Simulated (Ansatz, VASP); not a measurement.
# Two plane-wave programs on H6Pb

File INCAR:

```
PREC     = Accurate       # precision mode
ENCUT    = 520            # plane-wave cutoff, eV
EDIFF    = 1E-6           # SCF threshold, eV
ISMEAR   = 0              # smearing method
SIGMA    = 0.1            # smearing width, eV
LREAL    = F              # projectors in reciprocal space
LASPH    = T              # aspherical terms in the spheres
NELM     = 100            # most SCF steps
ALGO     = Normal         # electronic algorithm
ISIF     = 2              # what is computed and relaxed
LWAVE    = F              # write WAVECAR
LCHARG   = F              # write CHGCAR
GGA      = PE             # functional
NBANDS   = 19             # bands
```

Contents of KPOINTS:

```
Automatic mesh
0
Gamma
  4 4 4
```

POSCAR

```
H6Pb
1.0
    0.0000000000      3.4363751200      3.4363751200
    3.4363751200      0.0000000000      3.4363751200
    3.4363751200      3.4363751200      0.0000000000
H Pb
6 1
Direct
    0.5000000000      0.5000000000      0.0000000000
    0.5000000000      0.0000000000      0.5000000000
    0.0000000000      0.0000000000      0.5000000000
    0.0000000000      0.5000000000      0.0000000000
    0.0000000000      0.5000000000      0.5000000000
    0.5000000000      0.0000000000      0.0000000000
    0.0000000000      0.0000000000      0.0000000000
```

Input for Ansatz:

```yaml
crystal:
  lattice:
    - [0.0, 3.43637512, 3.43637512]
    - [3.43637512, 0.0, 3.43637512]
    - [3.43637512, 3.43637512, 0.0]
  atoms:
    - { symbol: H, position: [0.5, 0.5, 0.0] }
    - { symbol: H, position: [0.5, 0.0, 0.5] }
    - { symbol: H, position: [0.0, 0.0, 0.5] }
    - { symbol: H, position: [0.0, 0.5, 0.0] }
    - { symbol: H, position: [0.0, 0.5, 0.5] }
    - { symbol: H, position: [0.5, 0.0, 0.0] }
    - { symbol: Pb, position: [0.0, 0.0, 0.0] }
basis:
  ecutwfc: 420
kpoints:
  mp_grid: { grid: [4, 4, 4] }
hamiltonian:
  xc: pbe
scf:
  occupations: { method: gaussian, width: 0.1 }
  lower_state_search: "off"
output:
  forces: true
  stress: true
  eigenvalues: true
```

Change from the starting cell: species swapped into the Zn6Mo type (Fm-3m, No. 225).

Alike in both runs: task single point; functional PBE; k mesh 4 × 4 × 4; occupations gaussian, width 0.1 eV; no spin polarisation.

|  | VASP | Ansatz |
| --- | --- | --- |
| version | VASP 6.6.1 | Ansatz 0.2.0 |
| potentials or method | VASP PAW PBE potentials, release 64 (H, Pb_d), cutoff 520 eV | scalar-relativistic, plane waves, PAW |
| valence electrons in the cell | 20 | 20 |

Ansatz gave:

```
gap on the k mesh at the Fermi level (eV) : none
pressure (GPa)                            : -8.4
```

Problem. Estimate VASP's values.

Solution. gap on the k mesh at the Fermi level (eV): none; pressure (GPa): -8.5.

A gap of «none» marks a metal or a gap that the smearing closes. With one functional, cell and mesh, what is left measures potentials, basis and numerics.

The k mesh is coarse, so the values compare programs but aren't converged. Spin-orbit coupling is off throughout.
